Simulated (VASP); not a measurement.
# Ru: single point with PBE

Ru:

```xyz
2
Lattice="2.7326 0.0000 0.0000 -1.3663 2.3665 0.0000 0.0000 0.0000 4.3243" Properties=species:S:1:pos:R:3 pbc="T T T"
Ru    0.0000    1.5777    1.0811
Ru    1.3663    0.7888    3.2432
```

* Program: VASP 6.6.1
* Task: single point
* Functional: PBE
* Potentials or basis: VASP PAW PBE potentials, release 64 (Ru_pv)
* Cutoff: 520 eV
* k mesh: 14 × 14 × 8
* Occupations: fermi-dirac, width 0.1 eV
* Spin: no spin polarisation
* Dipole correction: no
* Further INCAR settings: ALGO = Normal; EDIFF = 1e-07; NBANDS = 21

The pressure is -4.6 GPa and the band gap on the k mesh is zero (band 14 reaches 13.85 eV, above the bottom of band 15 at 10.87 eV).

Stress tensor (GPa, compression positive):
```
-4.01  0.00  0.00
 0.00 -4.01  0.00
 0.00  0.00 -5.66
```

Levels at points of the mesh, in eV from the Fermi level:
```tsv
k point	band 10	band 11	band 12	band 13	band 14	band 15	band 16	band 17	band 18	band 19
(0.00, 0.00, 0.00)	-2.48	-2.32	-1.84	-1.84	-1.34	-1.34	1.12	1.12	1.26	9.95
(0.50, 0.00, 0.00)	-2.89	-2.00	-1.74	-1.47	1.35	1.75	1.81	3.90	5.91	10.44
(0.00, 0.00, 0.50)	-2.64	-2.64	-2.64	-2.62	-2.62	0.51	0.51	0.51	0.51	10.45
(0.50, 0.00, 0.50)	-4.34	-1.02	-1.02	0.42	0.42	1.59	1.59	3.28	3.28	10.20
```

Wall time 24 s on 1 thread of Intel(R) Xeon(R) 6975P-C (Granite Rapids), with other jobs on the host, peak memory 0.17 GiB.
